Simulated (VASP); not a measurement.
Here is a VASP 6.6.1 calculation.

INCAR

```
PREC = Accurate ; ENCUT = 750
EDIFF = 1E-6 ; ISMEAR = 0
SIGMA = 0.01 ; LREAL = False
LASPH = True ; NELM = 120
ALGO = Normal ; ISIF = 2
LWAVE = False ; LCHARG = True
GGA = CA ; LELF = True
LVHAR = True ; NBANDS = 12
GGA_COMPAT = False
```

Contents of KPOINTS:

```
Automatic mesh
0
Gamma
  8 8 8
```

Contents of POSCAR:

```
LiBr
1.0
    0.0000000000      2.7395485848      2.7395485848
    2.7395485848      0.0000000000      2.7395485848
    2.7395485848      2.7395485848      0.0000000000
Li Br
1 1
Direct
    0.0000000000      0.0000000000      0.0000000000
    0.5000000000      0.5000000000      0.5000000000
```

Potentials or basis: VASP PAW LDA potentials, release 64 (Li_sv, Br).

Launch:

```bash
$ cat potpaw_LDA.64/Li_sv/POTCAR potpaw_LDA.64/Br/POTCAR > POTCAR
$ mpirun -np 1 vasp_std > vasp.out
```

Problem. Predict the pressure.

Solution. -2.6 GPa.

Problem. Estimate the band gap on the k mesh.

Solution. 4.71 eV, direct.

LDA gaps usually lie below the measured ones, often by a third to a half.
